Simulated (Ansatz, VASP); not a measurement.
# One calculation of MgZnTe2, two programs

The input POSCAR:

```
MgZnTe2
1.0
    4.4327149066      0.0000000000      0.0000000000
    0.0000000000      4.4327149066      0.0000000000
    0.0000000000      0.0000000000      6.3419944418
Mg Te Zn
1 2 1
Direct
    0.0000000000      0.0000000000      0.0000000000
    0.0000000000      0.5000000000      0.2649431998
    0.5000000000      0.0000000000      0.7350568002
    0.5000000000      0.5000000000      0.5000000000
```

The input INCAR.step1:

```
PREC = Accurate
ENCUT = 520
ISMEAR = 0
SIGMA = 0.01
LREAL = False
LASPH = True
NELM = 80
NBANDS = 21
GGA = PE
ALGO = Normal
EDIFF = 1E-4
LWAVE = True
LCHARG = False
```

INCAR.step2

```
PREC = Accurate
ENCUT = 520
EDIFF = 1E-6
ISMEAR = 0
SIGMA = 0.01
LREAL = False
LASPH = True
NELM = 80
ALGO = Normal
ISIF = 2
LWAVE = False
LCHARG = False
METAGGA = R2SCAN
LMIXTAU = True
NBANDS = 21
ISTART = 1
```

Contents of KPOINTS:

```
regular mesh
0
Gamma
  6 6 4
```

Input for Ansatz:

```yaml
crystal:
  lattice:
    - [4.4327149066, 0.0, 0.0]
    - [0.0, 4.4327149066, 0.0]
    - [0.0, 0.0, 6.3419944418]
  atoms:
    - { symbol: Mg, position: [0.0, 0.0, 0.0] }
    - { symbol: Te, position: [0.0, 0.5, 0.2649431998] }
    - { symbol: Zn, position: [0.5, 0.5, 0.5] }
    - { symbol: Te, position: [0.5, 0.0, 0.7350568002] }
kpoints:
  mp_grid: { grid: [6, 6, 4] }
hamiltonian:
  xc: r2scan
scf:
  occupations: { method: fixed }
  n_extra_bands: 5
output:
  forces: true
  stress: true
  eigenvalues: true
```

Alike in both runs: task single point; functional r2SCAN; k mesh 6 × 6 × 4; no spin polarisation.

|  | VASP | Ansatz |
| --- | --- | --- |
| version | VASP 6.6.1 | Ansatz 0.2.0 |
| potentials or method | VASP PAW PBE potentials, release 64 (Mg, Te, Zn) | plane waves, PAW |
| plane-wave cutoff (eV) | 520 | 500 |
| occupations | gaussian, width 0.01 eV | fixed |
| valence electrons in the cell | 26 | 54 |

```tsv
	VASP	Ansatz	Ansatz less VASP
gap on the k mesh at the Fermi level (eV)	2.10	2.10	+0.004
pressure (GPa)	0.0	0.0	+0.04
rms of the force components (eV/Å)	0.009	0.002	-0.0075
```

VASP's potentials were made for PBE, not for r2SCAN. VASP's potentials hold 26 valence electrons a cell and Ansatz's 54, so a difference there can come from the potentials and not from the codes.

Neither program's run includes spin-orbit coupling.
